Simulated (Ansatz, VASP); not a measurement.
## MnO2 in VASP and in Ansatz

INCAR

```
SYSTEM = MnO2
ALGO = Normal ; EDIFF = 1E-6
ENCUT = 700 ; GGA = PE
GGA_COMPAT = .FALSE. ; ISIF = 2
ISMEAR = 0 ; ISPIN = 2
LASPH = .TRUE. ; LCHARG = .FALSE.
LMAXMIX = 4 ; LORBIT = 11
LREAL = .FALSE. ; LWAVE = .FALSE.
MAGMOM = 2.74 0 0 ; NBANDS = 24
NELM = 200 ; PREC = Accurate
SIGMA = 0.1
```

The input KPOINTS:

```
k-points
0
G
  3 3 3
  0 0 0
```

The input POSCAR:

```
MnO2
1.0
    1.4284348394      0.8247072390      4.5839315268
   -1.4284348394      0.8247072390      4.5839315268
    0.0000000000     -1.6494144781      4.5839315268
Mn O
1 2
Direct
    0.0000000000      0.0000000000      0.0000000000
    0.2643644900      0.2643644900      0.2643644900
    0.7356355100      0.7356355100      0.7356355100
```

Input for Ansatz:

```yaml
crystal:
  lattice:
    - [1.4284348394, 0.824707239, 4.5839315268]
    - [-1.4284348394, 0.824707239, 4.5839315268]
    - [0.0, -1.6494144781, 4.5839315268]
  atoms:
    - { symbol: Mn, position: [0.0, 0.0, 0.0], spin: 2.74 }
    - { symbol: O, position: [0.26436449, 0.26436449, 0.26436449] }
    - { symbol: O, position: [0.73563551, 0.73563551, 0.73563551] }
basis:
  ecutwfc: 420
kpoints:
  mp_grid: { grid: [3, 3, 3] }
hamiltonian:
  xc: pbe
scf:
  occupations: { method: gaussian, width: 0.1 }
  lower_state_search: "off"
  max_iter: 80
  convergence: { dr2_threshold: "1e-7 eV" }
output:
  forces: true
  stress: true
  eigenvalues: true
  populations: true
magnetization:
  spin_polarized: true
```

Alike in both runs: task single point; functional PBE; k mesh 3 × 3 × 3; occupations gaussian, width 0.1 eV; collinear spin.

```csv
,VASP,Ansatz
version,VASP 6.6.1,Ansatz 0.2.0
potentials or method,"VASP PAW PBE potentials, release 64 (Mn_sv, O), cutoff 700 eV","scalar-relativistic, plane waves, PAW"
valence electrons in the cell,27,27
```

|  | VASP | Ansatz | Ansatz less VASP |
| --- | --- | --- | --- |
| gap on the k mesh at the Fermi level (eV) | 0.98 | 0.99 | +0.012 |
| least direct gap on the mesh (eV) | 0.98 | 0.99 | +0.012 |
| pressure (GPa) | 5.0 | 5.4 | +0.44 |
| traceless stress, the component that is largest in VASP (GPa) | -0.73 | -0.60 | +0.125 |
| rms of the force components (eV/Å) | 0.117 | 0.126 | +0.0088 |
| net moment per atom (μB) | 1.00 | 1.00 | 0.000 |
| size of the moment on the site where the two differ most (μB) | 2.75 | 2.51 | -0.238 |

Site moments also hang on the region over which each program counts them. Atom by atom the forces differ by 0.009 eV/Å (rms over components). Ansatz's warnings: stress scf threshold loose.

The k mesh is coarse, so the values compare programs but aren't converged.
